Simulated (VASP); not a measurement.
# CdGa (P4/mmm) in VASP: relaxation of cell and atoms with PBE

Aim: the relaxation of cell and atoms of CdGa with PBE.

Program: VASP 6.6.1. These are calculated values, not measurements. Logs are shortened: lines on timing, memory, paths and dates and some standing lists are left out, and cuts for length are marked.

## Step 1: The cell of the first run

It takes space group P4/mmm (No. 123, tetragonal). The conventional cell has a = 3.210 Å, b = 3.210 Å, c = 4.208 Å, α = 90.00°, β = 90.00°, γ = 90.00°. Cd (site symmetry 4/mmm) has 8 Ga at 3.10 Å and 6 Cd at 3.21 to 4.21 Å within 4.3 Å. Ga (site symmetry 4/mmm) has 8 Cd at 3.10 Å and 6 Ga at 3.21 to 4.21 Å within 4.3 Å.

## Step 2: Relaxation of cell and atoms, PBE

File INCAR:

```
ALGO = Fast
EDIFF = 1E-6
EDIFFG = -0.01
ENCUT = 600
GGA = PE
IBRION = 2
ISIF = 3
ISMEAR = 0
LASPH = T
LCHARG = F
LREAL = F
LWAVE = F
NELM = 60
NSW = 100
PREC = Accurate
SIGMA = 0.1
```

File KPOINTS:

```
k-points
0
Gamma
  18 18 14
```

File POSCAR:

```
CdGa
1.0
    3.2102875628      0.0000000000      0.0000000000
    0.0000000000      3.2102875628      0.0000000000
    0.0000000000      0.0000000000      4.2077697698
Cd Ga
1 1
Direct
    0.5000000000      0.5000000000      0.5000000000
    0.0000000000      0.0000000000      0.0000000000
```

Potentials or basis: VASP PAW PBE potentials, release 64 (Cd, Ga_d).

Command:

```bash
$ cat potpaw_PBE.64/Cd/POTCAR potpaw_PBE.64/Ga_d/POTCAR > POTCAR
$ mpirun -np 1 vasp_std > vasp.out
```

OUTCAR:

```text
EDIFF = 1E-6
   EDIFFG = -0.01
   ENCUT = 600
   GGA = PE
   IBRION = 2
   ISIF = 3
   ISMEAR = 0
   LASPH = T
   LREAL = F
   NELM = 60
   NSW = 100
   PREC = Accurate

 ion  position               nearest neighbor table
   1  0.500  0.500  0.500-   2 3.10   2 3.10   2 3.10   2 3.10   2 3.10   2 3.10   2 3.10   2 3.10

   2  0.000  0.000  0.000-   1 3.10   1 3.10   1 3.10   1 3.10   1 3.10   1 3.10   1 3.10   1 3.10

  LATTYP: Found a simple tetragonal cell.
 ALAT       =     3.2102875628
 C/A-ratio  =     1.3107142857

  Lattice vectors:

 A1 = (   3.2102875628,   0.0000000000,   0.0000000000)
 A2 = (   0.0000000000,   3.2102875628,   0.0000000000)
 A3 = (   0.0000000000,   0.0000000000,   4.2077697698)

Analysis of symmetry for initial positions (statically):
=====================================================================
 Subroutine PRICEL returns:
 Original cell was already a primitive cell.

 Routine SETGRP: Setting up the symmetry group for a
 simple tetragonal supercell.

 Subroutine GETGRP returns: Found 16 space group operations
 (whereof 16 operations were pure point group operations)
 out of a pool of 16 trial point group operations.

The static configuration has the point symmetry D_4h.

Analysis of symmetry for dynamics (positions and initial velocities):
=====================================================================
 Subroutine PRICEL returns:
 Original cell was already a primitive cell.

 Routine SETGRP: Setting up the symmetry group for a
 simple tetragonal supercell.

 Subroutine GETGRP returns: Found 16 space group operations
 (whereof 16 operations were pure point group operations)
 out of a pool of 16 trial point group operations.

The dynamic configuration has the point symmetry D_4h.

 Subroutine INISYM returns: Found 16 space group operations
 (whereof 16 operations are pure point group operations),
 and found     1 'primitive' translations

----------------------------------------------------------------------------------------

                                     Primitive cell

  volume of cell :      43.3650

  direct lattice vectors                    reciprocal lattice vectors
     3.210287563  0.000000000  0.000000000     0.311498575  0.000000000  0.000000000
     0.000000000  3.210287563  0.000000000     0.000000000  0.311498575  0.000000000
     0.000000000  0.000000000  4.207769770     0.000000000  0.000000000  0.237655588
[... 96 lines left out ...]
   NUPDOWN=      -1.0000    fix difference up-down
   EMIN   =  10.00;   EMAX   =-10.00  energy-range for DOS
   EFERMI =   0.00;   METHOD = LEGACY
   ISMEAR =     0;   SIGMA  =   0.10  broadening in eV -4-tet -1-fermi 0-gaus
   EFERMI_NEDOS =   21; number of points for ismear=-14 and -15
   IALGO  =     68    algorithm
   IMIX   =      4    mixing-type and parameters
     AMIX     =   0.40;   BMIX     =  1.00
     AMIX_MAG =   1.60;   BMIX_MAG =  1.00
  volume/ion in A,a.u.               =      21.68       146.32
  Fermi-wavevector in a.u.,A,eV,Ry     =   1.362516  2.574782 25.258527  1.856449
  Thomas-Fermi vector in A             =   2.488999
   LORBIT       =      0    0 simple, 1 ext, 2 COOP (PROOUT), +10 PAW based schemes
   GGA     = PE    functional components
   LHFCALC =     F    Hartree Fock is set to
   AEXX    =    0.0000 exact exchange contribution
   IVDW    =     0    specifies the selected vdW correction
   LEPSILON=     F    determine dielectric tensor
   LRPA    =     F    only Hartree local field effects (RPA)
 conjugate gradient relaxation of ions
 non-spin polarized calculation
 RMM-DIIS sequential band-by-band and
 Gauss-broadening in eV      SIGMA  =   0.10
  energy-cutoff  :      600.00
  volume of cell :       43.37
 maximum number of plane-waves:      1469
 NGX is ok and might be reduce to    28
   NGX = 13   NGY = 13   NGZ = 17

--------------------------------------- Ionic step        1  -------------------------------------------

 number of electron      25.0000000 magnetization

 Free energy of the ion-electron system (eV)
  ---------------------------------------------------
  ext. energy  EPLUGINS =         0.00000000
  ---------------------------------------------------
  free energy    TOTEN  =        -3.54293090 eV

  energy without entropy =       -3.53881869  energy(sigma->0) =       -3.54087479

------------------------ aborting loop because EDIFF is reached ----------------------------------------

  FORCE on cell =-STRESS in cart. coord.  units (eV):
  Direction    XX          YY          ZZ          XY          YZ          ZX
  --------------------------------------------------------------------------------------
  -------------------------------------------------------------------------------------
  Total       -0.2118946     -0.2118946     -0.0778463      0.0000000      0.0000000      0.0000000
  in kB       -7.8287171     -7.8287171     -2.8761298      0.0000000      0.0000000      0.0000000
  external PRESSURE =      -6.1778546 kB  Pullay stress =       0.0000000 kB
[... 275 lines left out ...]
--------------------------------------- Ionic step        9  -------------------------------------------

 number of electron      25.0000012 magnetization

 Free energy of the ion-electron system (eV)
  ---------------------------------------------------
  ext. energy  EPLUGINS =         0.00000000
  ---------------------------------------------------
  free energy    TOTEN  =        -3.54525443 eV

  energy without entropy =       -3.54128669  energy(sigma->0) =       -3.54327056

 E-fermi :   3.7007     XC(G=0): -10.7604

 val. band max:        3.6961600502   @ k =   0.3889   0.3333   0.5000
 cond. band min:       3.7041354945   @ k =   0.1667   0.1667   0.0000
 fundamental gap:      0.0079754443
 Fermi energy:         3.7007225341

 k-point     1 :       0.0000    0.0000    0.0000
  band No.  band energies     occupation
      1     -11.2173      2.00000
      2     -11.1646      2.00000
      3     -11.0928      2.00000
      4     -11.0928      2.00000
      5     -11.0592      2.00000
      6      -5.9523      2.00000
[... 433 lines left out ...]
      3     -11.1022      2.00000
      4     -11.0929      2.00000
      5     -11.0922      2.00000
      6      -5.3198      2.00000
[... 8 lines left out ...]
     15       8.6445      0.00000
     16      10.5404      0.00000

 [... further k-points ...]

------------------------ aborting loop because EDIFF is reached ----------------------------------------

  FORCE on cell =-STRESS in cart. coord.  units (eV):
  Direction    XX          YY          ZZ          XY          YZ          ZX
  --------------------------------------------------------------------------------------
  -------------------------------------------------------------------------------------
  Total        0.0024458      0.0024458      0.0030491      0.0000000     -0.0000000     -0.0000000
  in kB        0.0918407      0.0918407      0.1144954      0.0000000     -0.0000000     -0.0000000
  external PRESSURE =       0.0993923 kB  Pullay stress =       0.0000000 kB
[... 17 lines left out ...]
  FREE ENERGIE OF THE ION-ELECTRON SYSTEM (eV)
  ---------------------------------------------------
  free  energy   TOTEN  =        -3.5452544280 eV

  energy  without entropy=       -3.5412866851  energy(sigma->0) =       -3.54327056

 reached required accuracy - stopping structural energy minimisation
```

OSZICAR:

```text
N       E                     dE             d eps       ncg     rms          rms(c)
DAV:   1     0.161302382335E+03    0.16130E+03   -0.14397E+04 14632   0.253E+03
DAV:   2     0.432220622091E+01   -0.15698E+03   -0.15449E+03 14680   0.450E+02
DAV:   3    -0.361003145202E+01   -0.79322E+01   -0.79143E+01 16784   0.990E+01
[... 69 lines left out ...]
RMM:   2    -0.354591789338E+01    0.12221E-02   -0.72001E-04 15031   0.307E-01    0.158E-01
RMM:   3    -0.354524959003E+01    0.66830E-03   -0.64255E-04 15550   0.233E-01    0.237E-02
RMM:   4    -0.354525349754E+01   -0.39075E-05   -0.55262E-05 16570   0.850E-02    0.173E-02
RMM:   5    -0.354525449822E+01   -0.10007E-05   -0.86713E-06 12676   0.307E-02    0.252E-03
RMM:   6    -0.354525442805E+01    0.70169E-07   -0.14108E-06  8897   0.157E-02
   9 F= -.35452544E+01 E0= -.35432706E+01  d E =-.889405E-03
```

Run time: 39 min. Hardware: 1 thread of Intel Xeon 8259CL, shared host; peak memory 0.53 GiB.

What came out:

* Free energy: -3.5453 eV
* Relaxed volume: 21.33 Å³/atom
* Relaxed cell: a = 3.167 Å, b = 3.167 Å, c = 4.253 Å, α = 90.00°, β = 90.00°, γ = 90.00°
* Space group after relaxing (to 0.1 Å): P4/mmm (No. 123)
* Energy gained by relaxing: 1.2 meV/atom
* Ionic steps: 9
* Pressure after relaxing: 0.0 GPa
* Band gap on the k mesh: zero (an odd number of electrons rules out a gap without spin polarisation)

The path:
| step | energy change (eV) | largest force (eV/Å) | pressure (GPa) | volume (Å³) |
| --- | --- | --- | --- | --- |
| 1 | 0.0000 | 0.0000 | -0.62 | 43.37 |
| 2 | -0.0014 | 0.0000 | -0.09 | 42.84 |
| 3 | -0.0014 | 0.0000 | 0.27 | 42.54 |
| 4 | -0.0014 | 0.0000 | 0.04 | 42.70 |
| 5 | -0.0014 | 0.0000 | 0.12 | 42.66 |
| 6 | -0.0014 | 0.0000 | 0.10 | 42.68 |
| 7 | -0.0017 | 0.0000 | 0.00 | 42.67 |
| 8 | -0.0023 | 0.0000 | 0.03 | 42.67 |
| 9 | -0.0023 | 0.0000 | 0.01 | 42.67 |

Final structure:
```xyz
2
Lattice="3.1672 0.0000 0.0000 0.0000 3.1672 0.0000 0.0000 0.0000 4.2534" Properties=species:S:1:pos:R:3 pbc="T T T"
Cd    1.5836    1.5836    2.1267
Ga    3.1672    0.0000    0.0000
```
